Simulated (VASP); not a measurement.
MgF2 (rutile type), 6 atoms in the cell. It takes space group P4_2/mnm (No. 136, tetragonal). The conventional cell has a = 4.158 Å, b = 4.158 Å, c = 2.745 Å, α = 90.00°, β = 90.00°, γ = 90.00°. Mg (site symmetry mmm) has 6 F at 1.78 to 1.79 Å within 2.4 Å. Within 2.4 Å of F (site symmetry m2m) lie 3 Mg at 1.78 to 1.79 Å and 1 F at 2.31 Å. 

| Item | Value |
| --- | --- |
| Program | VASP 6.6.1 |
| Task | relaxation of shape and atoms at fixed volume |
| Functional | PBEsol |
| Potentials or basis | VASP PAW PBE potentials, release 64 (Mg, F) |
| Cutoff | 600 eV |
| k mesh | 7 × 7 × 10 |
| Occupations | fermi-dirac, width 0.08 eV |
| Spin | no spin polarisation |
| Dipole correction | no |
| Further INCAR settings | ALGO = Normal; EDIFF = 1e-07; IBRION = 2; EDIFFG = -0.005; NSW = 50; ISIF = 4 |

Potentials or basis: VASP PAW PBE potentials, release 64 (Mg, F).

Run with:

```console
$ cat potpaw_PBE.64/Mg/POTCAR potpaw_PBE.64/F/POTCAR > POTCAR
$ mpirun -np 1 vasp_std > vasp.out
```

Hardware: 1 thread of Intel(R) Xeon(R) 6975P-C (Granite Rapids) (shared host).

Q: How long does it take, and how much memory?

A: It took 2.8 min on 1 thread of Intel(R) Xeon(R) 6975P-C (Granite Rapids), with other jobs on the host, peak memory 0.21 GiB. Counts: scf iterations 64, k points 60, ion steps 9.
